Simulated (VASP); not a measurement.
# AlNi (Pm-3m) in VASP: further runs, part 2 of 2

VASP 6.6.1. Earlier steps stand in the parts before.

## (3) Relaxation of cell and atoms, PBE+D3(BJ)

This run uses another cell than the first one, of 12.11 Å³/atom.

The input, INCAR:

```
SYSTEM = AlNi
  ALGO = Normal
  EDIFF = 1E-6
  EDIFFG = -0.005
  ENCUT = 600
  GGA = PE
  IBRION = 2
  ISIF = 3
  ISMEAR = 0
  IVDW = 12
  LASPH = .TRUE.
  LCHARG = .FALSE.
  LREAL = .FALSE.
  LWAVE = .FALSE.
  NELM = 60
  NSW = 70
  PREC = Accurate
  SIGMA = 0.1
```

The input, KPOINTS:

```
k-points
0
G
  14 14 14
  0 0 0
```

The input, POSCAR:

```
AlNi
1.0
    2.8930835320      0.0000000000      0.0000000000
    0.0000000000      2.8930835320      0.0000000000
    0.0000000000      0.0000000000      2.8930835320
Al Ni
1 1
Direct
    0.0000000000      0.0000000000      0.0000000000
    0.5000000000      0.5000000000      0.5000000000
```

Potentials or basis: VASP PAW PBE potentials, release 64 (Al, Ni).

Run with:

```
cat potpaw_PBE.64/Al/POTCAR potpaw_PBE.64/Ni/POTCAR > POTCAR
mpirun -np 1 vasp_std > vasp.out
```

OUTCAR:

```text
SYSTEM = AlNi
   EDIFF = 1E-6
   EDIFFG = -0.005
   ENCUT = 600
   GGA = PE
   IBRION = 2
   ISIF = 3
   ISMEAR = 0
   IVDW = 12
   LASPH = .TRUE.
   LREAL = .FALSE.
   NELM = 60
   NSW = 70
   PREC = Accurate
 IVDW          = 12

 ion  position               nearest neighbor table
   1  0.000  0.000  0.000-   2 2.51   2 2.51   2 2.51   2 2.51   2 2.51   2 2.51   2 2.51   2 2.51

   2  0.500  0.500  0.500-   1 2.51   1 2.51   1 2.51   1 2.51   1 2.51   1 2.51   1 2.51   1 2.51

  LATTYP: Found a simple cubic cell.
 ALAT       =     2.8930835320

  Lattice vectors:

 A1 = (   2.8930835320,   0.0000000000,   0.0000000000)
 A2 = (   0.0000000000,   2.8930835320,   0.0000000000)
 A3 = (   0.0000000000,   0.0000000000,   2.8930835320)

Analysis of symmetry for initial positions (statically):
=====================================================================
 Subroutine PRICEL returns:
 Original cell was already a primitive cell.

 Routine SETGRP: Setting up the symmetry group for a
 simple cubic supercell.

 Subroutine GETGRP returns: Found 48 space group operations
 (whereof 48 operations were pure point group operations)
 out of a pool of 48 trial point group operations.

The static configuration has the point symmetry O_h .

Analysis of symmetry for dynamics (positions and initial velocities):
=====================================================================
 Subroutine PRICEL returns:
 Original cell was already a primitive cell.

 Routine SETGRP: Setting up the symmetry group for a
 simple cubic supercell.

 Subroutine GETGRP returns: Found 48 space group operations
 (whereof 48 operations were pure point group operations)
 out of a pool of 48 trial point group operations.

The dynamic configuration has the point symmetry O_h .

 Subroutine INISYM returns: Found 48 space group operations
 (whereof 48 operations are pure point group operations),
 and found     1 'primitive' translations

----------------------------------------------------------------------------------------

                                     Primitive cell

  volume of cell :      24.2149

  direct lattice vectors                    reciprocal lattice vectors
[... 98 lines left out ...]
   NELECT =      13.0000    total number of electrons
   NUPDOWN=      -1.0000    fix difference up-down
   EMIN   =  10.00;   EMAX   =-10.00  energy-range for DOS
   EFERMI =   0.00;   METHOD = LEGACY
   ISMEAR =     0;   SIGMA  =   0.10  broadening in eV -4-tet -1-fermi 0-gaus
   EFERMI_NEDOS =   21; number of points for ismear=-14 and -15
   IALGO  =     38    algorithm
   IMIX   =      4    mixing-type and parameters
     AMIX     =   0.40;   BMIX     =  1.00
     AMIX_MAG =   1.60;   BMIX_MAG =  1.00
  volume/ion in A,a.u.               =      12.11        81.71
  Fermi-wavevector in a.u.,A,eV,Ry     =   1.330541  2.514358 24.086934  1.770340
  Thomas-Fermi vector in A             =   2.459620
   LORBIT       =      0    0 simple, 1 ext, 2 COOP (PROOUT), +10 PAW based schemes
   GGA     = PE    functional components
   LHFCALC =     F    Hartree Fock is set to
   AEXX    =    0.0000 exact exchange contribution
   IVDW    =    12    specifies the selected vdW correction
   LEPSILON=     F    determine dielectric tensor
   LRPA    =     F    only Hartree local field effects (RPA)
 conjugate gradient relaxation of ions
 non-spin polarized calculation
 Gauss-broadening in eV      SIGMA  =   0.10
  energy-cutoff  :      600.00
  volume of cell :       24.21
 maximum number of plane-waves:       840
 NGX is ok and might be reduce to    24
   NGX = 11   NGY = 11   NGZ = 11

--------------------------------------- Ionic step        1  -------------------------------------------

 number of electron      13.0000013 magnetization

 Free energy of the ion-electron system (eV)
  ---------------------------------------------------
  ext. energy  EPLUGINS =         0.00000000
  ---------------------------------------------------
  free energy    TOTEN  =       -10.53937600 eV

  energy without entropy =      -10.53424325  energy(sigma->0) =      -10.53680962

 E-fermi :   9.8305     XC(G=0): -11.9880

 val. band max:        9.8198648839   @ k =   0.3571   0.1429   0.1429
 cond. band min:       9.8649896687   @ k =   0.3571   0.2857   0.0714
 fundamental gap:      0.0451247848
 Fermi energy:         9.8305326165

 k-point     1 :       0.0000    0.0000    0.0000
  band No.  band energies     occupation
      1      -1.1855      2.00000
      2       6.6950      2.00000
      3       6.6950      2.00000
      4       8.3456      2.00000
      5       8.3456      2.00000
      6       8.3456      2.00000
      7      15.3075      0.00000
      8      15.3075      0.00000
      9      15.3075      0.00000
     10      17.9451      0.00000
[... 378 lines left out ...]
--------------------------------------- Ionic step        3  -------------------------------------------

 number of electron      13.0000008 magnetization

 Free energy of the ion-electron system (eV)
  ---------------------------------------------------
  ext. energy  EPLUGINS =         0.00000000
  ---------------------------------------------------
  free energy    TOTEN  =       -10.52197018 eV

  energy without entropy =      -10.51690264  energy(sigma->0) =      -10.51943641

 E-fermi :  10.3296     XC(G=0): -12.1690

 val. band max:       10.3221339956   @ k =   0.3571   0.2143   0.0714
 cond. band min:      10.3313346609   @ k =   0.3571   0.1429   0.1429
 fundamental gap:      0.0092006653
 Fermi energy:        10.3295921240

 k-point     1 :       0.0000    0.0000    0.0000
  band No.  band energies     occupation
      1      -0.9616      2.00000
      2       7.0127      2.00000
      3       7.0127      2.00000
      4       8.7673      2.00000
      5       8.7673      2.00000
      6       8.7673      2.00000
      7      15.9678      0.00000
      8      15.9678      0.00000
      9      15.9678      0.00000
     10      18.5668      0.00000
[... 332 lines left out ...]
  FREE ENERGIE OF THE ION-ELECTRON SYSTEM (eV)
  ---------------------------------------------------
  free  energy   TOTEN  =       -11.4311313315 eV

  energy  without entropy=      -11.4260637945  energy(sigma->0) =      -11.42859756

 reached required accuracy - stopping structural energy minimisation
```

CONTCAR:

```text
AlNi
   1.00000000000000
     2.8570519130093404    0.0000000000000000    0.0000000000000000
    -0.0000000000000000    2.8570519130093404    0.0000000000000000
    -0.0000000000000000   -0.0000000000000000    2.8570519130093404
  Al              Ni
     1     1
Direct
     0.0000000000000000    0.0000000000000000    0.0000000000000000
     0.5000000000000000    0.5000000000000000    0.5000000000000000

  0.00000000E+00  0.00000000E+00  0.00000000E+00
  0.00000000E+00  0.00000000E+00  0.00000000E+00
```

It took 78 s on 1 thread of Intel Xeon 8259CL, shared host; peak memory 0.19 GiB.

What came out:

* Free energy: -11.4311 eV
* Relaxed volume: 11.66 Å³/atom
* Relaxed cell: a = 2.857 Å, b = 2.857 Å, c = 2.857 Å, α = 90.00°, β = 90.00°, γ = 90.00°
* Space group after relaxing (to 0.1 Å): Pm-3m (No. 221)
* Energy gained by relaxing: 8.7 meV/atom
* Ionic steps: 3
* Pressure after relaxing: 0.0 GPa
* Band gap on the k mesh: zero (an odd number of electrons rules out a gap without spin polarisation)
* Dispersion energy per atom: -0.455 eV

The path:
```
step  energy change (eV)  largest force (eV/Å)  pressure (GPa)  volume (Å³)
   1              0.0000                0.0000           -5.97        24.21
   2             -0.0071                0.0000            5.15        22.67
   3             -0.0174                0.0000           -0.04        23.32
```

Final structure:
```
Al Ni
1.0
     2.85705    0.00000    0.00000
     0.00000    2.85705    0.00000
     0.00000    0.00000    2.85705
Al Ni
1 1
Cartesian
  0.0000 0.0000 0.0000
  1.4285 1.4285 1.4285
```

Spin polarisation is off, so any magnetic state and its effect on volume and gap are missing.
